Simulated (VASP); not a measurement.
Wanted: the native input for a VASP 6.6.1 run.

| Quantity | Value |
| --- | --- |
| Task | single point |
| Functional | PBE |
| Dispersion | D3(BJ) |
| Potentials or basis | VASP PAW PBE potentials, release 64 (C, N, H) |
| Cutoff | 520 eV |
| k mesh | 1 × 1 × 1 |
| Occupations | fermi-dirac, width 0.02 eV |
| Spin | no spin polarisation |
| Dipole correction | no |
| Further INCAR settings | LREAL = Auto; ALGO = Normal; EDIFF = 1e-06; NBANDS = 72 |

The structure of H3C2N lies in POSCAR:

```
H3C2N
1.0
    6.7590610000      0.0000000000      0.0000000000
    0.0000000000      6.7590610000      0.0000000000
    0.0000000000      0.0000000000      6.7590610000
C N H
12 6 18
Direct
    0.2442646989      0.1191141787      0.5934996000
    0.2630838810      0.1649637427      0.3859855681
    0.9490815366     -0.0191298762      0.9295374017
    0.7436683883      0.0036099689      0.9565233987
    0.9476612210      0.5458006667      0.2071293631
    1.0233965931      0.5832171066      0.4064026053
    0.4738380080      0.6882316937      0.2900698780
    0.5273661534      0.7468049186      0.4850969684
    0.8217117733      0.0541791234      0.3710870489
    0.6926405902      0.2170123927      0.4136521330
    0.3992566423      0.4858811009      0.8852856928
    0.6162542400      0.4628749467      0.8711565112
    0.2461584531      0.1956780683      0.2177373455
    0.5797994721      0.0127680457      1.0016036251
    1.0901218379      0.6226752503      0.5552398477
    0.5511120554      0.7884083307      0.6481965468
    0.5872561292      0.3422960675      0.4548856712
    0.7841325888      0.4316427977      0.8507986538
    0.1770808105     -0.0253141672      0.6227936099
    0.3945518468      0.1295742116      0.6695604611
    0.1373859475      0.2311859591      0.6606538985
    0.9835685756     -0.1614129537      0.8632264156
    1.0124631217      0.0945397593      0.8391698196
    1.0133064341     -0.0162892449      1.0742764417
    0.9966177255      0.6624144981      0.1135808657
    1.0022989880      0.4029257910      0.1542817856
    0.7867512958      0.5474577016      0.2153849477
    0.3509363209      0.7848279517      0.2549466561
    0.5722096605      0.7139601196      0.1743141540
    0.4277517247      0.5390393725      0.2945527493
    0.8650757849     -0.0142475412      0.5174683288
    0.7492312912     -0.0222516116      0.2523427441
    0.9496437449      0.1224282485      0.2972306360
    0.3558926306      0.6311379643      0.9406040277
    0.3487318727      0.4589542837      0.7294356420
    0.3373545527      0.3625059753      0.9763042529
```

The input as run:

INCAR

```
SYSTEM = H3C2N
PREC     = Accurate       ! precision mode
ENCUT    = 520            ! plane-wave cutoff, eV
EDIFF    = 1E-6           ! SCF threshold, eV
ISMEAR   = -1             ! smearing method
SIGMA    = 0.02           ! smearing width, eV
LREAL    = Auto         
LASPH    = .True.         ! aspherical terms in the spheres
NELM     = 120            ! most SCF steps
ALGO     = Normal         ! electronic algorithm
ISIF     = 2              ! what is computed and relaxed
LWAVE    = .False.        ! write WAVECAR
LCHARG   = .True.         ! write CHGCAR
GGA      = PE             ! functional
IVDW     = 12             ! dispersion correction
LELF     = .True.         ! ELF
LVHAR    = .True.       
NBANDS   = 72             ! bands
GGA_COMPAT= .False.
```

KPOINTS

```
Automatic mesh
0
Gamma
  1 1 1
  0 0 0
```

Potentials or basis: VASP PAW PBE potentials, release 64 (C, N, H).

Run with:

```sh
$ cat potpaw_PBE.64/C/POTCAR potpaw_PBE.64/N/POTCAR potpaw_PBE.64/H/POTCAR > POTCAR
$ mpirun -np 1 vasp_gam > vasp.out
```

Results of the run:

- Pressure: 7.7 GPa
- Largest force: 4.113 eV/Å
- Band gap on the k mesh: 5.84 eV
- Dispersion energy per atom: -0.079 eV

Caveat: the k points lie up to 0.93 Å⁻¹ apart; the atoms stand as in a frame of molecular dynamics.

Wall time 57 s on 1 thread of Intel Xeon 8259CL, on a shared host, peak memory 0.32 GiB.
